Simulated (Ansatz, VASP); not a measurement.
# One calculation of AgCl, two programs

File INCAR:

```
PREC = Accurate
ENCUT = 520
EDIFF = 1E-8
ISMEAR = -1
SIGMA = 0.01
LREAL = F
LASPH = T
NELM = 80
ALGO = Normal
ISIF = 2
LWAVE = F
LCHARG = F
GGA = PE
LEFG = T
NBANDS = 16
```

Contents of KPOINTS:

```
regular mesh
0
Gamma
  9 9 9
```

File POSCAR:

```
AgCl
1.0
    3.4902776466      0.0000000000      0.0000000000
    0.0000000000      3.4902776466      0.0000000000
    0.0000000000      0.0000000000      3.4902776466
Ag Cl
1 1
Direct
    0.0000000000      0.0000000000      0.0000000000
    0.5000000000      0.5000000000      0.5000000000
```

Input for Ansatz:

```yaml
crystal:
  lattice:
    - [3.4902776466, 0.0, 0.0]
    - [0.0, 3.4902776466, 0.0]
    - [0.0, 0.0, 3.4902776466]
  atoms:
    - { symbol: Ag, position: [0.0, 0.0, 0.0] }
    - { symbol: Cl, position: [0.5, 0.5, 0.5] }
kpoints:
  mp_grid: { grid: [9, 9, 9] }
scf:
  occupations: { method: fermi_dirac, width: 0.01 }
hamiltonian:
  xc: pbe
  pseudopotentials: { kind: paw }
output:
  forces: true
  stress: true
  eigenvalues: true
  efg: { contact_densities: true }
```

Change from the starting cell: volume scaled by 1.05, PAW files.

Alike in both runs: task electric field gradients; functional PBE; k mesh 9 × 9 × 9; occupations fermi-dirac, width 0.01 eV; no spin polarisation.

|  | VASP | Ansatz |
| --- | --- | --- |
| version | VASP 6.6.1 | Ansatz 0.2.0 |
| potentials or method | VASP PAW PBE potentials, release 64 (Ag, Cl) | PAW with Ansatz's default frozen-core files, scalar-relativistic |
| plane-wave cutoff (eV) | 520 | 420 |
| valence electrons in the cell | 18 | 26 |

|  | VASP | Ansatz | Ansatz less VASP |
| --- | --- | --- | --- |
| gap on the k mesh at the Fermi level (eV) | 0.60 | 0.60 | 0.000 |
| pressure (GPa) | -2.2 | -2.1 | +0.11 |

VASP's potentials hold 18 valence electrons a cell and Ansatz's 26, so a difference there can come from the potentials and not from the codes.
